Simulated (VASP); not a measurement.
Input of a VASP 6.6.1 run:

File INCAR:

```
SYSTEM = As
PREC = Accurate
ENCUT = 600
EDIFF = 1E-6
ISMEAR = -1
SIGMA = 0.1
LREAL = .False.
LASPH = .True.
NELM = 80
ALGO = Normal
ISIF = 3
LWAVE = .False.
LCHARG = .False.
GGA = PE
IBRION = 2
NSW = 32
EDIFFG = -0.005
PSTRESS = 300.0
```

File KPOINTS:

```
regular mesh
0
Gamma
  13 13 13
  0 0 0
```

The input POSCAR:

```
As
1.0
    0.0000000000      2.7241529191      2.7241529191
    2.7241529191      0.0000000000      2.7241529191
    2.7241529191      2.7241529191      0.0000000000
As
2
Direct
   -0.1250000000     -0.1250000000     -0.1250000000
    0.1250000000      0.1250000000      0.1250000000
```

Potentials or basis: VASP PAW PBE potentials, release 64 (As).

Launch:

```console
$ cat potpaw_PBE.64/As/POTCAR > POTCAR
$ mpirun -np 1 vasp_std > vasp.out
```

Question: What does it give for the space group after relaxing (to 0.05 Å)?

Answer: Fd-3m (No. 227).

Question: What does it give for the band gap on the k mesh?

Answer: Zero (band 5 reaches 7.80 eV, above the bottom of band 6 at 5.12 eV).

Question: Predict the relaxed cell.

Answer: a = 3.859 Å, b = 3.859 Å, c = 3.859 Å, α = 60.00°, β = 60.00°, γ = 60.00°.

Final structure:
```cif
data_structure
_symmetry_space_group_name_H-M 'P 1'
_symmetry_Int_Tables_number 1
_cell_length_a 3.8592
_cell_length_b 3.8592
_cell_length_c 3.8592
_cell_angle_alpha 60.000
_cell_angle_beta 60.000
_cell_angle_gamma 60.000
_cell_volume 40.64
loop_
_atom_site_label
_atom_site_type_symbol
_atom_site_fract_x
_atom_site_fract_y
_atom_site_fract_z
_atom_site_occupancy
As1 As 0.87500 0.87500 0.87500 1
As2 As 0.12500 0.12500 0.12500 1
```

Caveat: the cell is relaxed towards a set pressure, so the enthalpy falls and the energy may rise.
